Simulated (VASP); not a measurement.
# Be7S (Cmmm) in VASP: notebook

The runs below take Be7S through relaxation of cell and atoms, single point, with PBE.

Program: VASP 6.6.1. These are calculated values, not measurements. Logs are shortened: lines on timing, memory, paths and dates and some standing lists are left out, and cuts for length are marked.

**1. The cell of the first run**

It takes space group Cmmm (No. 65, orthorhombic). Conventional cell: a = 4.432 Å, b = 4.919 Å, c = 6.990 Å, α = 90.00°, β = 90.00°, γ = 90.00°. Within 2.9 Å of Be (site symmetry m2m) lie 12 Be at 2.16 to 2.57 Å. Be (site symmetry m) has 10 Be at 2.16 to 2.83 Å and 1 S at 2.37 Å within 2.9 Å. Within 2.9 Å of Be (site symmetry mmm) lie 4 S at 2.22 to 2.46 Å and 4 Be at 2.34 Å. Within 2.9 Å of S (site symmetry mmm) lie 8 Be at 2.22 to 2.46 Å.

The cell was generated, and may not be a known phase.

**2. Relaxation of cell and atoms, PBE**

The input, INCAR:

```
  PREC = Accurate
  ENCUT = 600
  EDIFF = 1E-7
  ISMEAR = 0
  SIGMA = 0.1
  LREAL = F
  LASPH = T
  NELM = 80
  ALGO = Normal
  ISIF = 3
  LWAVE = F
  LCHARG = F
  GGA = PE
  IBRION = 2
  NSW = 100
  EDIFFG = -0.01
```

The input, KPOINTS:

```
Automatic mesh
0
Gamma
  10 10 6
```

The input, POSCAR:

```
Be7S
1.0
    2.2157655791     -2.4594480578      0.0000000000
    2.2157655791      2.4594480578      0.0000000000
    0.0000000000      0.0000000000      6.9899814385
Be S
7 1
Direct
    0.7610649929      0.2389350071      0.5000000000
    0.2389350071      0.7610649929      0.5000000000
    0.7442330362      0.7442330362      0.2975985117
    0.7442330362      0.7442330362      0.7024014883
    0.2557669638      0.2557669638      0.7024014883
    0.2557669638      0.2557669638      0.2975985117
    0.5000000000      0.5000000000      0.0000000000
    0.0000000000      0.0000000000      0.0000000000
```

Potentials or basis: VASP PAW PBE potentials, release 64 (Be, S).

Run with:

```sh
$ cat potpaw_PBE.64/Be/POTCAR potpaw_PBE.64/S/POTCAR > POTCAR
$ mpirun -np 1 vasp_std > vasp.out
```

OUTCAR:

```text
PREC = Accurate
   ENCUT = 600
   EDIFF = 1E-7
   ISMEAR = 0
   LREAL = F
   LASPH = T
   NELM = 80
   ISIF = 3
   GGA = PE
   IBRION = 2
   NSW = 100
   EDIFFG = -0.01

 ion  position               nearest neighbor table
   1  0.761  0.239  0.500-   3 2.16   4 2.16   5 2.16   6 2.16   3 2.20   4 2.20   5 2.20   6 2.20
                             2 2.22   2 2.22   2 2.35
   2  0.239  0.761  0.500-   3 2.16   4 2.16   5 2.16   6 2.16   3 2.20   4 2.20   5 2.20   6 2.20
                             1 2.22   1 2.22   1 2.35
   3  0.744  0.744  0.298-   1 2.16   2 2.16   6 2.16   1 2.20   2 2.20   6 2.27   7 2.34   8 2.37

   4  0.744  0.744  0.702-   1 2.16   2 2.16   5 2.16   1 2.20   2 2.20   5 2.27   7 2.34   8 2.37

   5  0.256  0.256  0.702-   1 2.16   2 2.16   4 2.16   2 2.20   1 2.20   4 2.27   7 2.34   8 2.37

   6  0.256  0.256  0.298-   1 2.16   2 2.16   3 2.16   2 2.20   1 2.20   3 2.27   7 2.34   8 2.37

   7  0.500  0.500  0.000-   8 2.22   8 2.22   5 2.34   6 2.34   3 2.34   4 2.34   8 2.46   8 2.46

   8  0.000  0.000  0.000-   7 2.22   7 2.22   5 2.37   6 2.37   3 2.37   4 2.37   7 2.46   7 2.46

  LATTYP: Found a base centered orthorhombic cell.
 ALAT       =     4.4315311582
 B/A-ratio  =     1.1099766514
 C/A-ratio  =     1.5773287356

  Lattice vectors:

 A1 = (   2.2157655791,  -2.4594480578,   0.0000000000)
 A2 = (   2.2157655791,   2.4594480578,   0.0000000000)
 A3 = (   0.0000000000,   0.0000000000,   6.9899814385)

Analysis of symmetry for initial positions (statically):
=====================================================================
 Subroutine PRICEL returns:
 Original cell was already a primitive cell.

 Routine SETGRP: Setting up the symmetry group for a
 base centered orthorhombic supercell.

 Subroutine GETGRP returns: Found  8 space group operations
 (whereof  8 operations were pure point group operations)
 out of a pool of  8 trial point group operations.

The static configuration has the point symmetry D_2h.

Analysis of symmetry for dynamics (positions and initial velocities):
=====================================================================
 Subroutine PRICEL returns:
 Original cell was already a primitive cell.

 Routine SETGRP: Setting up the symmetry group for a
 base centered orthorhombic supercell.

 Subroutine GETGRP returns: Found  8 space group operations
 (whereof  8 operations were pure point group operations)
 out of a pool of  8 trial point group operations.

The dynamic configuration has the point symmetry D_2h.

 Subroutine INISYM returns: Found  8 space group operations
 (whereof  8 operations are pure point group operations),
 and found     1 'primitive' translations

----------------------------------------------------------------------------------------

                                     Primitive cell

  volume of cell :      76.1847

  direct lattice vectors                    reciprocal lattice vectors
     2.215765579 -2.459448058  0.000000000     0.225655640 -0.203297646  0.000000000
     2.215765579  2.459448058  0.000000000     0.225655640  0.203297646  0.000000000
     0.000000000  0.000000000  6.989981439     0.000000000  0.000000000  0.143061896

  length of vectors
     3.310362797  3.310362797  6.989981439     0.303727511  0.303727511  0.143061896

  position of ions in fractional coordinates (direct lattice)
     0.761064993  0.238935007  0.500000000
     0.238935007  0.761064993  0.500000000
     0.744233036  0.744233036  0.297598512
     0.744233036  0.744233036  0.702401488
     0.255766964  0.255766964  0.702401488
     0.255766964  0.255766964  0.297598512
     0.500000000  0.500000000  0.000000000
     0.000000000  0.000000000  0.000000000

  ion indices of the primitive-cell ions
   primitive index   ion index
                 1           1
                 2           2
                 3           3
                 4           4
                 5           5
                 6           6
                 7           7
                 8           8

----------------------------------------------------------------------------------------

 KPOINTS: Automatic mesh

Automatic generation of k-mesh.
 Grid dimensions read from file:
 generate k-points for:   10   10    6

 Generating k-lattice:

  Cartesian coordinates                     Fractional coordinates (reciprocal lattice)
     0.022565564 -0.020329765  0.000000000     0.100000000 -0.000000000  0.000000000
     0.022565564  0.020329765  0.000000000    -0.000000000  0.100000000  0.000000000
     0.000000000  0.000000000  0.023843649     0.000000000  0.000000000  0.166666667

  Length of vectors
     0.030372751  0.030372751  0.023843649

  Shift w.r.t. Gamma in fractional coordinates (k-lattice)
     0.000000000  0.000000000  0.000000000

 Subroutine IBZKPT returns following result:
 ===========================================

 Found    124 irreducible k-points:

 Following reciprocal coordinates:
            Coordinates               Weight
  0.000000  0.000000  0.000000      1.000000
  0.100000  0.000000  0.000000      4.000000
  0.200000  0.000000  0.000000      4.000000
  0.300000  0.000000  0.000000      4.000000
  0.400000  0.000000  0.000000      4.000000
  0.500000  0.000000  0.000000      2.000000
[... 16 lines left out ...]
  0.300000  0.300000  0.000000      2.000000
  0.400000  0.300000  0.000000      4.000000
 [... further k-points ...]
   k-points           NKPTS =    124   k-points in BZ     NKDIM =    124   number of bands    NBANDS=     15
   number of dos      NEDOS =    301   number of ions     NIONS =      8
   total plane-waves  NPLWV =  43904
   dimension x,y,z NGX =    28 NGY =   28 NGZ =   56
   dimension x,y,z NGXF=    56 NGYF=   56 NGZF=  112
   ions per type =               7   1
   NGX,Y,Z   is equivalent  to a cutoff of  14.06, 14.06, 13.32 a.u.
   NGXF,Y,Z  is equivalent  to a cutoff of  28.12, 28.12, 26.64 a.u.
 SYSTEM =  unknown system
   PREC   = accura    normal or accurate (medium, high low for compatibility)
   ISTART =      0    job   : 0-new  1-cont  2-samecut
   ICHARG =      2    charge: 1-file 2-atom 10-const
   ISPIN  =      1    spin polarized calculation?
   LNONCOLLINEAR =      F non collinear calculations
   LSORBIT =      F    spin-orbit coupling
   LASPH  =      T    aspherical Exc in radial PAW
   ENCUT  =  600.0 eV  44.10 Ry    6.64 a.u.   6.61  6.61 13.96*2*pi/ulx,y,z
   NELM   =     80;   NELMIN=  2; NELMDL= -5     # of ELM steps
   EDIFF  = 0.1E-06   stopping-criterion for ELM
   LREAL  =      F    real-space projection
   EDIFFG = -.1E-01   stopping-criterion for IOM
   NSW    =    100    number of steps for IOM
   IBRION =      2    ionic relax: 0-MD 1-quasi-New 2-CG
   NFREE  =      1    steps in history (QN), initial steepest desc. (CG)
   ISIF   =      3    stress and relaxation
   ISYM   =      2    0-nonsym 1-usesym 2-fastsym
   POTIM  = 0.5000    time-step for ionic-motion
   TEBEG  =    0.0;   TEEND  =   0.0 temperature during run
   PSTRESS=    0.0 pullay stress
   NELECT =      20.0000    total number of electrons
   NUPDOWN=      -1.0000    fix difference up-down
   EMIN   =  10.00;   EMAX   =-10.00  energy-range for DOS
   EFERMI =   0.00;   METHOD = LEGACY
   ISMEAR =     0;   SIGMA  =   0.10  broadening in eV -4-tet -1-fermi 0-gaus
   EFERMI_NEDOS =   21; number of points for ismear=-14 and -15
   IALGO  =     38    algorithm
   IMIX   =      4    mixing-type and parameters
     AMIX     =   0.40;   BMIX     =  1.00
     AMIX_MAG =   1.60;   BMIX_MAG =  1.00
  volume/ion in A,a.u.               =       9.52        64.26
  Fermi-wavevector in a.u.,A,eV,Ry     =   1.048244  1.980894 14.950289  1.098815
  Thomas-Fermi vector in A             =   2.183157
   LORBIT       =      0    0 simple, 1 ext, 2 COOP (PROOUT), +10 PAW based schemes
   GGA     = PE    functional components
   LHFCALC =     F    Hartree Fock is set to
   AEXX    =    0.0000 exact exchange contribution
   IVDW    =     0    specifies the selected vdW correction
   LEPSILON=     F    determine dielectric tensor
   LRPA    =     F    only Hartree local field effects (RPA)
 conjugate gradient relaxation of ions
 non-spin polarized calculation
 Gauss-broadening in eV      SIGMA  =   0.10
  energy-cutoff  :      600.00
  volume of cell :       76.18
 maximum number of plane-waves:      2564
   NGX = 13   NGY = 13   NGZ = 27

--------------------------------------- Ionic step        1  -------------------------------------------

 number of electron      20.0000000 magnetization

 Free energy of the ion-electron system (eV)
  ---------------------------------------------------
  ext. energy  EPLUGINS =         0.00000000
  ---------------------------------------------------
  free energy    TOTEN  =       -29.20778707 eV

  energy without entropy =      -29.20032623  energy(sigma->0) =      -29.20405665

------------------------ aborting loop because EDIFF is reached ----------------------------------------

  FORCE on cell =-STRESS in cart. coord.  units (eV):
  Direction    XX          YY          ZZ          XY          YZ          ZX
  --------------------------------------------------------------------------------------
  -------------------------------------------------------------------------------------
  Total       -0.2349362      0.4810904      0.3926022      0.0000000      0.0000000      0.0000000
  in kB       -4.9407512     10.1174197      8.2564980      0.0000000      0.0000000      0.0000000
  external PRESSURE =       4.4777222 kB  Pullay stress =       0.0000000 kB
[... 195 lines left out ...]
  energy  without entropy=      -29.2034945807  energy(sigma->0) =      -29.20692257

--------------------------------------- Ionic step        6  -------------------------------------------

 number of electron      20.0000000 magnetization

 Free energy of the ion-electron system (eV)
  ---------------------------------------------------
  ext. energy  EPLUGINS =         0.00000000
  ---------------------------------------------------
  free energy    TOTEN  =       -29.21040938 eV

  energy without entropy =      -29.20349975  energy(sigma->0) =      -29.20695456

 E-fermi :   6.6731     XC(G=0): -10.3991

 val. band max:        6.6612014101   @ k =  -0.4000   0.1000   0.0000
 cond. band min:       6.6818716549   @ k =   0.3000   0.3000   0.5000
 fundamental gap:      0.0206702448
 Fermi energy:         6.6731296282

 k-point     1 :       0.0000    0.0000    0.0000
  band No.  band energies     occupation
      1      -8.9449      2.00000
      2      -3.1569      2.00000
      3      -2.1161      2.00000
      4       1.8319      2.00000
      5       2.7593      2.00000
      6       3.9331      2.00000
      7       4.0555      2.00000
      8       5.0140      2.00000
      9       5.4250      2.00000
     10       6.4200      1.99966
     11       8.7887      0.00000
     12       9.1727      0.00000
     13       9.7719      0.00000
     14      10.4586      0.00000
     15      11.2212      0.00000
[... 397 lines left out ...]
 k-point    24 :       0.4000    0.3000    0.0000
  band No.  band energies     occupation
      1      -7.5433      2.00000
      2      -1.2216      2.00000
      3      -0.2560      2.00000
      4       0.2754      2.00000
      5       0.3187      2.00000
      6       1.1007      2.00000
      7       2.5978      2.00000
      8       3.2118      2.00000
      9       3.8191      2.00000
     10       4.9118      2.00000
     11       6.6472      1.28632
     12       7.0349      0.00000
     13       9.2297      0.00000
     14      10.2731      0.00000
     15      10.3189      0.00000

 [... further k-points ...]

------------------------ aborting loop because EDIFF is reached ----------------------------------------

  FORCE on cell =-STRESS in cart. coord.  units (eV):
  Direction    XX          YY          ZZ          XY          YZ          ZX
  --------------------------------------------------------------------------------------
  -------------------------------------------------------------------------------------
  Total        0.0710968      0.0448499     -0.0196608     -0.0000000      0.0000000      0.0000000
  in kB        1.4868386      0.9379409     -0.4111645     -0.0000000      0.0000000      0.0000000
  external PRESSURE =       0.6712050 kB  Pullay stress =       0.0000000 kB
[... 23 lines left out ...]
  FREE ENERGIE OF THE ION-ELECTRON SYSTEM (eV)
  ---------------------------------------------------
  free  energy   TOTEN  =       -29.2104093759 eV

  energy  without entropy=      -29.2034997454  energy(sigma->0) =      -29.20695456

 reached required accuracy - stopping structural energy minimisation
```

It took 5.7 min on 1 thread of Intel Xeon 6975P-C (Granite Rapids), shared host; peak memory 0.3 GiB.

What came out:

| Quantity | Value |
| --- | --- |
| Free energy | -29.2104 eV |
| Relaxed volume | 9.58 Å³/atom |
| Relaxed cell | a = 3.316 Å, b = 3.316 Å, c = 7.011 Å, α = 90.00°, β = 90.00°, γ = 96.48° |
| Space group after relaxing (to 0.1 Å) | Cmmm (No. 65) |
| Energy gained by relaxing | 0.3 meV/atom |
| Ionic steps | 6 |
| Pressure after relaxing | 0.1 GPa |
| Largest force after relaxing | 0.008 eV/Å |
| Band gap on the k mesh | zero (bands 10 and 11 overlap by 3.37 eV) |

Forces in eV/Å, atoms in the order of the input:
```
Be   0.000 -0.008  0.000
Be   0.000  0.008  0.000
Be  -0.003  0.000  0.004
Be  -0.003  0.000 -0.004
Be   0.003  0.000 -0.004
Be   0.003  0.000  0.004
Be   0.000  0.000  0.000
S    0.000  0.000  0.000
```

Stress tensor (GPa, compression positive):
```
 0.15  0.00  0.00
 0.00  0.09  0.00
 0.00  0.00 -0.04
```

Step by step:
| step | energy change (eV) | largest force (eV/Å) | pressure (GPa) | volume (Å³) |
| --- | --- | --- | --- | --- |
| 1 | 0.0000 | 0.0346 | 0.45 | 76.18 |
| 2 | -0.0020 | 0.0183 | 0.13 | 76.48 |
| 3 | -0.0024 | 0.0225 | -0.08 | 76.68 |
| 4 | -0.0024 | 0.0223 | -0.07 | 76.67 |
| 5 | -0.0026 | 0.0143 | 0.00 | 76.64 |
| 6 | -0.0026 | 0.0075 | 0.07 | 76.61 |

Final structure:
```
CELL_PARAMETERS angstrom
2.20865 -2.47379 0.00000
2.20865 2.47379 0.00000
0.00000 0.00000 7.01094
ATOMIC_POSITIONS crystal
Be 0.76174 0.23826 0.50000
Be 0.23826 0.76174 0.50000
Be 0.74365 0.74365 0.29782
Be 0.74365 0.74365 0.70218
Be 0.25635 0.25635 0.70218
Be 0.25635 0.25635 0.29782
Be 0.50000 0.50000 0.00000
S 0.00000 0.00000 0.00000
```

**3. Single point, PBE**

The input, INCAR:

```
  PREC = Accurate
  ENCUT = 600
  EDIFF = 1E-6
  ISMEAR = 0
  SIGMA = 0.1
  LREAL = F
  LASPH = T
  NELM = 120
  ALGO = Normal
  ISIF = 2
  LWAVE = F
  LCHARG = F
  GGA = PE
  NBANDS = 20
  GGA_COMPAT = F
```

The input, KPOINTS:

```
regular mesh
0
Gamma
  6 6 4
```

POSCAR is that of step 2.

Potentials or basis: VASP PAW PBE potentials, release 64 (Be, S).

Run with:

```sh
$ cat potpaw_PBE.64/Be/POTCAR potpaw_PBE.64/S/POTCAR > POTCAR
$ mpirun -np 1 vasp_std > vasp.out
```

OUTCAR:

```text
PREC = Accurate
   ENCUT = 600
   EDIFF = 1E-6
   ISMEAR = 0
   LREAL = F
   LASPH = T
   NELM = 120
   ISIF = 2
   GGA = PE

 ion  position               nearest neighbor table
   1  0.761  0.239  0.500-   3 2.16   4 2.16   5 2.16   6 2.16   3 2.20   4 2.20   5 2.20   6 2.20
                             2 2.22   2 2.22   2 2.35
   2  0.239  0.761  0.500-   3 2.16   4 2.16   5 2.16   6 2.16   3 2.20   4 2.20   5 2.20   6 2.20
                             1 2.22   1 2.22   1 2.35
   3  0.744  0.744  0.298-   1 2.16   2 2.16   6 2.16   1 2.20   2 2.20   6 2.27   7 2.34   8 2.37
[... 7 lines left out ...]
   7  0.500  0.500  0.000-   8 2.22   8 2.22   5 2.34   6 2.34   3 2.34   4 2.34   8 2.46   8 2.46

   8  0.000  0.000  0.000-   7 2.22   7 2.22   5 2.37   6 2.37   3 2.37   4 2.37   7 2.46   7 2.46

  LATTYP: Found a base centered orthorhombic cell.
 ALAT       =     4.4315311582
 B/A-ratio  =     1.1099766514
 C/A-ratio  =     1.5773287356

  Lattice vectors:

 A1 = (   2.2157655791,  -2.4594480578,   0.0000000000)
 A2 = (   2.2157655791,   2.4594480578,   0.0000000000)
 A3 = (   0.0000000000,   0.0000000000,   6.9899814385)

Analysis of symmetry for initial positions (statically):
[... 194 lines left out ...]
  band No.  band energies     occupation
      1      -8.9191      2.00000
      2      -3.1390      2.00000
      3      -2.0929      2.00000
      4       1.9263      2.00000
      5       2.8086      2.00000
      6       3.9248      2.00000
[... 541 lines left out ...]
     19      14.4655      0.00000
     20      16.2490      0.00000

 [... further k-points ...]

------------------------ aborting loop because EDIFF is reached ----------------------------------------

  FORCE on cell =-STRESS in cart. coord.  units (eV):
  Direction    XX          YY          ZZ          XY          YZ          ZX
  --------------------------------------------------------------------------------------
  -------------------------------------------------------------------------------------
  Total        0.5790153     -0.0895170     -0.0517282      0.0000000      0.0000000      0.0000000
  in kB       12.1768000     -1.8825596     -1.0878531      0.0000000      0.0000000      0.0000000
  external PRESSURE =       3.0687958 kB  Pullay stress =       0.0000000 kB

 VOLUME and BASIS-vectors are now :
 -----------------------------------------------------------------------------
  energy-cutoff  :      600.00
  volume of cell :       76.18
      direct lattice vectors                 reciprocal lattice vectors
     2.215765579 -2.459448058  0.000000000     0.225655640 -0.203297646  0.000000000
     2.215765579  2.459448058  0.000000000     0.225655640  0.203297646  0.000000000
     0.000000000  0.000000000  6.989981439     0.000000000  0.000000000  0.143061896

 POSITION                                       TOTAL-FORCE (eV/Angst)
 -----------------------------------------------------------------------------------
      2.21577     -1.28415      3.49499         0.000000     -0.006690      0.000000
      2.21577      1.28415      3.49499         0.000000      0.006690      0.000000
      3.29809      0.00000      2.08021        -0.028864      0.000000     -0.048896
      3.29809      0.00000      4.90977        -0.028864      0.000000      0.048896
      1.13344      0.00000      4.90977         0.028864      0.000000      0.048896
      1.13344      0.00000      2.08021         0.028864      0.000000     -0.048896
      2.21577      0.00000      0.00000         0.000000      0.000000      0.000000
      0.00000      0.00000      0.00000         0.000000      0.000000      0.000000
 -----------------------------------------------------------------------------------
    total drift:                               -0.000000      0.000000      0.000000

  FREE ENERGIE OF THE ION-ELECTRON SYSTEM (eV)
  ---------------------------------------------------
  free  energy   TOTEN  =       -29.2302246607 eV

  energy  without entropy=      -29.2185005419  energy(sigma->0) =      -29.22436260
```

Run time: 61 s. Hardware: 1 thread of Intel Xeon 8259CL, shared host; peak memory 0.22 GiB.

Results:

| Item | Value |
| --- | --- |
| Free energy | -29.2302 eV |
| Pressure | 0.3 GPa |
| Largest force | 0.057 eV/Å |
| Band gap on the k mesh | zero (bands 10 and 11 overlap by 3.31 eV) |

Forces on the atoms (eV/Å):
```
Be   0.000 -0.007  0.000
Be   0.000  0.007  0.000
Be  -0.029  0.000 -0.049
Be  -0.029  0.000  0.049
Be   0.029  0.000  0.049
Be   0.029  0.000 -0.049
Be   0.000  0.000  0.000
S    0.000  0.000  0.000
```

Stress tensor (GPa, compression positive):
```
 1.22  0.00  0.00
 0.00 -0.19  0.00
 0.00  0.00 -0.11
```

Levels at points of the mesh, in eV from the Fermi level:
```
           k point  band 8  band 9  band 10  band 11  band 12  band 13
(0.00, 0.00, 0.00)   -1.68   -1.23    -0.22     2.14     2.45     3.09
(0.50, 0.00, 0.00)   -1.89    0.26     0.36     0.93     1.31     1.65
(0.50, 0.50, 0.00)   -4.32   -3.96    -3.15    -1.66     0.35     1.58
(0.00, 0.00, 0.50)   -1.62   -1.16     1.65     2.04     2.07     3.07
(0.50, 0.00, 0.50)   -2.78   -2.46     0.94     1.49     1.67     2.97
(0.50, 0.50, 0.50)   -4.03   -3.69    -2.78    -1.24     1.05     1.27
```

The gap in the log of VASP goes by the Fermi energy; the results here count the filled bands.